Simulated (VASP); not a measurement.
# MoS2 in VASP: notebook

Aim: see how the results for MoS2 move with the level of theory and the settings. Levels: RPBE, PBEsol+U. Tasks: single point.

Everything below comes from runs of VASP 6.6.1. Logs are shortened: lines on timing, memory, paths and dates and some standing lists are left out, and cuts for length are marked.

## 1. The cell of the first run

The cell holds a slab with vacuum, 6 atoms: a = 3.185 Å, b = 3.185 Å, c = 21.671 Å, α = 90.00°, β = 90.00°, γ = 120.00°.

## 2. Single point, RPBE

INCAR reads:

```
ALGO = Normal
EDIFF = 1E-6
ENCUT = 520
GGA = RP
ISIF = 2
ISMEAR = -1
LASPH = T
LCHARG = T
LELF = T
LREAL = F
LVHAR = T
LWAVE = F
NBANDS = 35
NELM = 100
PREC = Accurate
SIGMA = 0.05
```

KPOINTS reads:

```
k-points
0
Gamma
  10 10 2
```

POSCAR reads:

```
MoS2
1.0
    3.1845414560      0.0000000000      0.0000000000
   -1.5922707280      2.7578938003      0.0000000000
    0.0000000000      0.0000000000     21.6705347200
Mo S
2 4
Direct
    0.3333333333      0.6666666667      0.8511602300
    0.6666666667      0.3333333333      0.1488397700
    0.6666666667      0.3333333333      0.7796253900
    0.3333333333      0.6666666667      0.0772510000
    0.6666666667      0.3333333333      0.9227490000
    0.3333333333      0.6666666667      0.2203746100
```

Potentials or basis: VASP PAW PBE potentials, release 64 (Mo_sv, S).

Run with:

```
cat potpaw_PBE.64/Mo_sv/POTCAR potpaw_PBE.64/S/POTCAR > POTCAR
mpirun -np 1 vasp_std > vasp.out
```

OUTCAR:

```text
EDIFF = 1E-6
   ENCUT = 520
   GGA = RP
   ISIF = 2
   ISMEAR = -1
   LASPH = T
   LREAL = F
   NELM = 100
   PREC = Accurate

 ion  position               nearest neighbor table
   1  0.333  0.667  0.851-   3 2.40   3 2.40   3 2.40   5 2.41   5 2.41   5 2.41
   2  0.667  0.333  0.149-   6 2.40   6 2.40   6 2.40   4 2.41   4 2.41   4 2.41
   3  0.667  0.333  0.780-   1 2.40   1 2.40   1 2.40
   4  0.333  0.667  0.077-   2 2.41   2 2.41   2 2.41
   5  0.667  0.333  0.923-   1 2.41   1 2.41   1 2.41
   6  0.333  0.667  0.220-   2 2.40   2 2.40   2 2.40

  LATTYP: Found a hexagonal cell.
 ALAT       =     3.1845414560
 C/A-ratio  =     6.8049152506

  Lattice vectors:

 A1 = (   3.1845414560,   0.0000000000,   0.0000000000)
 A2 = (  -1.5922707280,   2.7578938003,   0.0000000000)
 A3 = (   0.0000000000,   0.0000000000,  21.6705347200)

Analysis of symmetry for initial positions (statically):
=====================================================================
 Subroutine PRICEL returns:
 Original cell was already a primitive cell.

 Routine SETGRP: Setting up the symmetry group for a
 hexagonal supercell.

 Subroutine GETGRP returns: Found 12 space group operations
 (whereof 12 operations were pure point group operations)
 out of a pool of 24 trial point group operations.

The static configuration has the point symmetry D_3d.

Analysis of symmetry for dynamics (positions and initial velocities):
=====================================================================
 Subroutine PRICEL returns:
 Original cell was already a primitive cell.

 Routine SETGRP: Setting up the symmetry group for a
 hexagonal supercell.

 Subroutine GETGRP returns: Found 12 space group operations
 (whereof 12 operations were pure point group operations)
 out of a pool of 24 trial point group operations.

The dynamic configuration has the point symmetry D_3d.

 Subroutine INISYM returns: Found 12 space group operations
 (whereof 12 operations are pure point group operations),
 and found     1 'primitive' translations

----------------------------------------------------------------------------------------

                                     Primitive cell

  volume of cell :     190.3242

  direct lattice vectors                    reciprocal lattice vectors
     3.184541456  0.000000000  0.000000000     0.314016952  0.181297771  0.000000000
    -1.592270728  2.757893800  0.000000000     0.000000000  0.362595543  0.000000000
     0.000000000  0.000000000 21.670534720     0.000000000  0.000000000  0.046145608

  length of vectors
     3.184541456  3.184541456 21.670534720     0.362595543  0.362595543  0.046145608

  position of ions in fractional coordinates (direct lattice)
     0.333333333  0.666666667  0.851160230
     0.666666667  0.333333333  0.148839770
     0.666666667  0.333333333  0.779625390
     0.333333333  0.666666667  0.077251000
     0.666666667  0.333333333  0.922749000
     0.333333333  0.666666667  0.220374610

  ion indices of the primitive-cell ions
   primitive index   ion index
                 1           1
                 2           2
                 3           3
                 4           4
                 5           5
                 6           6

----------------------------------------------------------------------------------------

 KPOINTS: k-points

Automatic generation of k-mesh.
 Grid dimensions read from file:
 generate k-points for:   10   10    2

 Generating k-lattice:

  Cartesian coordinates                     Fractional coordinates (reciprocal lattice)
     0.031401695  0.018129777  0.000000000     0.100000000  0.000000000  0.000000000
     0.000000000  0.036259554  0.000000000     0.000000000  0.100000000  0.000000000
     0.000000000  0.000000000  0.023072804     0.000000000  0.000000000  0.500000000

  Length of vectors
     0.036259554  0.036259554  0.023072804

  Shift w.r.t. Gamma in fractional coordinates (k-lattice)
     0.000000000  0.000000000  0.000000000

 Subroutine IBZKPT returns following result:
 ===========================================

 Found     28 irreducible k-points:

 Following reciprocal coordinates:
            Coordinates               Weight
  0.000000  0.000000  0.000000      1.000000
  0.100000  0.000000  0.000000      6.000000
  0.200000  0.000000  0.000000      6.000000
  0.300000 -0.000000  0.000000      6.000000
  0.400000 -0.000000  0.000000      6.000000
  0.500000 -0.000000  0.000000      3.000000
[... 16 lines left out ...]
  0.300000  0.100000  0.500000     12.000000
  0.400000  0.100000  0.500000     12.000000
 [... further k-points ...]
   k-points           NKPTS =     28   k-points in BZ     NKDIM =     28   number of bands    NBANDS=     35
   number of dos      NEDOS =    301   number of ions     NIONS =      6
   total plane-waves  NPLWV =  93312
   dimension x,y,z NGX =    24 NGY =   24 NGZ =  162
   dimension x,y,z NGXF=    48 NGYF=   48 NGZF=  324
   ions per type =               2   4
   NGX,Y,Z   is equivalent  to a cutoff of  12.53, 12.53, 12.43 a.u.
   NGXF,Y,Z  is equivalent  to a cutoff of  25.06, 25.06, 24.86 a.u.
 SYSTEM =  unknown system
   PREC   = accura    normal or accurate (medium, high low for compatibility)
   ISTART =      0    job   : 0-new  1-cont  2-samecut
   ICHARG =      2    charge: 1-file 2-atom 10-const
   ISPIN  =      1    spin polarized calculation?
   LNONCOLLINEAR =      F non collinear calculations
   LSORBIT =      F    spin-orbit coupling
   LASPH  =      T    aspherical Exc in radial PAW
   ENCUT  =  520.0 eV  38.22 Ry    6.18 a.u.   5.92  5.92 40.29*2*pi/ulx,y,z
   NELM   =    100;   NELMIN=  2; NELMDL= -5     # of ELM steps
   EDIFF  = 0.1E-05   stopping-criterion for ELM
   LREAL  =      F    real-space projection
   EDIFFG = 0.1E-04   stopping-criterion for IOM
   NSW    =      0    number of steps for IOM
   IBRION =     -1    ionic relax: 0-MD 1-quasi-New 2-CG
   NFREE  =      0    steps in history (QN), initial steepest desc. (CG)
   ISIF   =      2    stress and relaxation
   ISYM   =      2    0-nonsym 1-usesym 2-fastsym
   POTIM  = 0.5000    time-step for ionic-motion
   TEBEG  =    0.0;   TEEND  =   0.0 temperature during run
   PSTRESS=    0.0 pullay stress
   NELECT =      52.0000    total number of electrons
   NUPDOWN=      -1.0000    fix difference up-down
   EMIN   =  10.00;   EMAX   =-10.00  energy-range for DOS
   EFERMI =   0.00;   METHOD = LEGACY
   ISMEAR =    -1;   SIGMA  =   0.05  broadening in eV -4-tet -1-fermi 0-gaus
   EFERMI_NEDOS =   21; number of points for ismear=-14 and -15
   IALGO  =     38    algorithm
   IMIX   =      4    mixing-type and parameters
     AMIX     =   0.40;   BMIX     =  1.00
     AMIX_MAG =   1.60;   BMIX_MAG =  1.00
  volume/ion in A,a.u.               =      31.72       214.06
  Fermi-wavevector in a.u.,A,eV,Ry     =   1.062294  2.007444 15.353737  1.128468
  Thomas-Fermi vector in A             =   2.197739
   LORBIT       =      0    0 simple, 1 ext, 2 COOP (PROOUT), +10 PAW based schemes
   GGA     = RP    functional components
   LHFCALC =     F    Hartree Fock is set to
   AEXX    =    0.0000 exact exchange contribution
   IVDW    =     0    specifies the selected vdW correction
   LEPSILON=     F    determine dielectric tensor
   LRPA    =     F    only Hartree local field effects (RPA)
 non-spin polarized calculation
  energy-cutoff  :      520.00
  volume of cell :      190.32
 maximum number of plane-waves:      5172
 NGX is ok and might be reduce to    24
   NGX = 11   NGY = 11   NGZ = 81

 number of electron      51.9999999 magnetization

 Free energy of the ion-electron system (eV)
  ---------------------------------------------------
  ext. energy  EPLUGINS =         0.00000000
  ---------------------------------------------------
  free energy    TOTEN  =       -41.21190138 eV

  energy without entropy =      -41.21190129  energy(sigma->0) =      -41.21190133

 E-fermi :   2.3515     XC(G=0):  -6.5573

 val. band max:        1.7005811977   @ k =   0.0000   0.0000   0.0000
 cond. band min:       3.1133467964   @ k =   0.3000   0.3000   0.0000
 fundamental gap:      1.4127655986
 Fermi energy:         2.3515496075

 k-point     1 :       0.0000    0.0000    0.0000
  band No.  band energies     occupation
      1     -59.5339      2.00000
      2     -59.5339      2.00000
      3     -33.6712      2.00000
      4     -33.6712      2.00000
      5     -33.4762      2.00000
      6     -33.4762      2.00000
[... 27 lines left out ...]
     34       4.3940      0.00000
     35       6.5500      0.00000

 k-point     2 :       0.1000    0.0000    0.0000
  band No.  band energies     occupation
      1     -59.5304      2.00000
      2     -59.5304      2.00000
      3     -33.6641      2.00000
      4     -33.6641      2.00000
      5     -33.5125      2.00000
      6     -33.5125      2.00000
[... 27 lines left out ...]
     34       4.3638      0.00000
     35       6.7699      0.00000

 k-point     3 :       0.2000    0.0000    0.0000
  band No.  band energies     occupation
      1     -59.5211      2.00000
      2     -59.5211      2.00000
      3     -33.6455      2.00000
      4     -33.6455      2.00000
      5     -33.6064      2.00000
      6     -33.6064      2.00000
[... 27 lines left out ...]
     34       4.9057      0.00000
     35       7.3387      0.00000
[... 723 lines left out ...]
 k-point    23 :       0.3000    0.1000    0.5000
  band No.  band energies     occupation
      1     -59.5031      2.00000
      2     -59.5031      2.00000
      3     -33.7684      2.00000
      4     -33.7684      2.00000
      5     -33.6094      2.00000
      6     -33.6094      2.00000
[... 27 lines left out ...]
     34       5.7671      0.00000
     35       8.7796      0.00000

 k-point    24 :       0.4000    0.1000    0.5000
  band No.  band energies     occupation
      1     -59.4966      2.00000
      2     -59.4966      2.00000
      3     -33.8269      2.00000
      4     -33.8269      2.00000
      5     -33.5964      2.00000
      6     -33.5964      2.00000
[... 27 lines left out ...]
     34       5.7276      0.00000
     35       7.8962      0.00000

 [... further k-points ...]

------------------------ aborting loop because EDIFF is reached ----------------------------------------

  FORCE on cell =-STRESS in cart. coord.  units (eV):
  Direction    XX          YY          ZZ          XY          YZ          ZX
  --------------------------------------------------------------------------------------
  -------------------------------------------------------------------------------------
  Total        2.1873104      2.1873104      2.8814382     -0.0000000     -0.0000000      0.0000000
  in kB       18.4131010     18.4131010     24.2563710     -0.0000000     -0.0000000      0.0000000
  external PRESSURE =      20.3608577 kB  Pullay stress =       0.0000000 kB

 VOLUME and BASIS-vectors are now :
 -----------------------------------------------------------------------------
  energy-cutoff  :      520.00
  volume of cell :      190.32
      direct lattice vectors                 reciprocal lattice vectors
     3.184541456  0.000000000  0.000000000     0.314016952  0.181297771  0.000000000
    -1.592270728  2.757893800  0.000000000     0.000000000  0.362595543  0.000000000
     0.000000000  0.000000000 21.670534720     0.000000000  0.000000000  0.046145608

 POSITION                                       TOTAL-FORCE (eV/Angst)
 -----------------------------------------------------------------------------------
     -0.00000      1.83860     18.44510         0.000000      0.000000     -0.003973
      1.59227      0.91930      3.22544        -0.000000     -0.000000      0.003973
      1.59227      0.91930     16.89490        -0.000000      0.000000     -0.387694
     -0.00000      1.83860      1.67407        -0.000000      0.000000     -0.239416
      1.59227      0.91930     19.99646        -0.000000      0.000000      0.239416
     -0.00000      1.83860      4.77564         0.000000     -0.000000      0.387694
 -----------------------------------------------------------------------------------
    total drift:                                0.000000     -0.000000      0.000000

  FREE ENERGIE OF THE ION-ELECTRON SYSTEM (eV)
  ---------------------------------------------------
  free  energy   TOTEN  =       -41.2119013752 eV

  energy  without entropy=      -41.2119012921  energy(sigma->0) =      -41.21190133
```

It took 4.4 min on 1 thread of Intel Xeon Platinum 8488C (Sapphire Rapids), shared host; peak memory 0.36 GiB.

What came out:

| Quantity | Value |
| --- | --- |
| Free energy | -41.2119 eV |
| Largest force | 0.388 eV/Å |
| Band gap on the k mesh | 1.41 eV (least direct gap 1.89 eV) |

Forces on the atoms (eV/Å):
```
Mo   0.000  0.000 -0.004
Mo   0.000  0.000  0.004
S    0.000  0.000 -0.388
S    0.000  0.000 -0.239
S    0.000  0.000  0.239
S    0.000  0.000  0.388
```

Levels at points of the mesh, in eV from the valence-band top:
| k point | band 24 | band 25 | band 26 | band 27 | band 28 | band 29 |
| --- | --- | --- | --- | --- | --- | --- |
| (0.00, 0.00, 0.00) | -1.71 | -0.46 | 0.00 | 2.39 | 2.39 | 2.40 |
| (0.50, 0.00, 0.00) | -1.36 | -1.01 | -0.98 | 1.87 | 1.88 | 2.37 |
| (0.00, 0.00, 0.50) | -1.71 | -0.46 | 0.00 | 2.39 | 2.39 | 2.40 |
| (0.50, 0.00, 0.50) | -1.36 | -1.01 | -0.98 | 1.87 | 1.88 | 2.37 |

Caveat: there is no dipole correction, which matters where the two faces differ; the PAW data sets were made with another functional, which shifts forces and pressure a little.

## 3. Single point, PBEsol+U

INCAR reads:

```
SYSTEM = MoS2
  ALGO = Normal
  EDIFF = 1E-6
  ENCUT = 520
  GGA = PS
  ISIF = 2
  ISMEAR = -1
  LASPH = .TRUE.
  LCHARG = .FALSE.
  LDAU = .TRUE.
  LDAUJ = 0 0
  LDAUL = 2 -1
  LDAUPRINT = 1
  LDAUTYPE = 2
  LDAUU = 8 0
  LMAXMIX = 4
  LREAL = .FALSE.
  LWAVE = .FALSE.
  NBANDS = 35
  NELM = 150
  PREC = Accurate
  SIGMA = 0.05
```

KPOINTS reads:

```
k-points
0
G
  10 10 2
  0 0 0
```

POSCAR reads:

```
MoS2
1.0
    3.1966000827      0.0000000000      0.0000000000
   -1.5983000414      2.7683368774      0.0000000000
    0.0000000000      0.0000000000     21.5248617983
Mo S
2 4
Direct
    0.3333333333      0.6666666667      0.8564645727
    0.6666666667      0.3333333333      0.1435354273
    0.6666666667      0.3333333333      0.7851583821
    0.3333333333      0.6666666667      0.0721683439
    0.6666666667      0.3333333333      0.9278316561
    0.3333333333      0.6666666667      0.2148416179
```

Potentials or basis: VASP PAW PBE potentials, release 64 (Mo_sv, S).

Run with:

```
cat potpaw_PBE.64/Mo_sv/POTCAR potpaw_PBE.64/S/POTCAR > POTCAR
mpirun -np 1 vasp_std > vasp.out
```

It took 6.9 min on 1 thread of Oxide Virtual Turin-like, shared host; peak memory 0.33 GiB.

The run converged. Its results:

```
Free energy            : -27.7853 eV
Largest force          : 0.698 eV/Å
Band gap on the k mesh : 1.03 eV (least direct gap 1.48 eV)
```

Forces in eV/Å, atoms in the order of the input:
```
Mo   0.000  0.000 -0.003
Mo   0.000  0.000  0.003
S    0.000  0.000 -0.698
S    0.000  0.000 -0.686
S    0.000  0.000  0.686
S    0.000  0.000  0.698
```

Levels at points of the mesh, in eV from the valence-band top:
```tsv
k point	band 24	band 25	band 26	band 27	band 28	band 29
(0.00, 0.00, 0.00)	-1.63	-0.62	0.00	2.44	2.44	2.45
(0.50, 0.00, 0.00)	-1.49	-1.25	-1.18	1.99	2.01	2.16
(0.00, 0.00, 0.50)	-1.63	-0.62	0.00	2.44	2.44	2.45
(0.50, 0.00, 0.50)	-1.49	-1.25	-1.18	1.99	2.01	2.16
```

Eigenvalues of the final occupation matrices:
```csv
site,spin,trace,eigenvalues
site 1 d,1,1.91,0.36 0.36 0.36 0.36 0.45
site 1 d,2,1.91,0.36 0.36 0.36 0.36 0.45
site 2 d,1,1.91,0.36 0.36 0.36 0.36 0.45
site 2 d,2,1.91,0.36 0.36 0.36 0.36 0.45
```

Caveat: there is no dipole correction, which matters where the two faces differ; the PAW data sets were made with another functional, which shifts forces and pressure a little.
